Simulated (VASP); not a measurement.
A run of VASP 6.6.1 is set up as follows.

Contents of INCAR:

```
SYSTEM = Mo
PREC = Accurate
ENCUT = 520
EDIFF = 1E-6
ISMEAR = -1
SIGMA = 0.1
LREAL = .FALSE.
LASPH = .TRUE.
NELM = 60
ALGO = Normal
ISIF = 2
LWAVE = .FALSE.
LCHARG = .FALSE.
GGA = PS
NBANDS = 13
```

KPOINTS

```
Automatic mesh
0
G
  13 13 13
  0 0 0
```

The input POSCAR:

```
Mo
1.0
   -1.6042792071      1.6042792071      1.6042792071
    1.6042792071     -1.6042792071      1.6042792071
    1.6042792071      1.6042792071     -1.6042792071
Mo
1
Direct
    0.0000000000      0.0000000000      0.0000000000
```

Potentials or basis: VASP PAW PBE potentials, release 64 (Mo_sv).

The run is started by

```console
$ cat potpaw_PBE.64/Mo_sv/POTCAR > POTCAR
$ mpirun -np 1 vasp_std > vasp.out
```

Predict the pressure.

-17.5 GPa.

What does it give for the band gap on the k mesh?

Zero (band 7 reaches 14.95 eV, above the bottom of band 8 at 10.33 eV).

Caveat: the PAW data sets were made with another functional, which shifts forces and pressure a little.
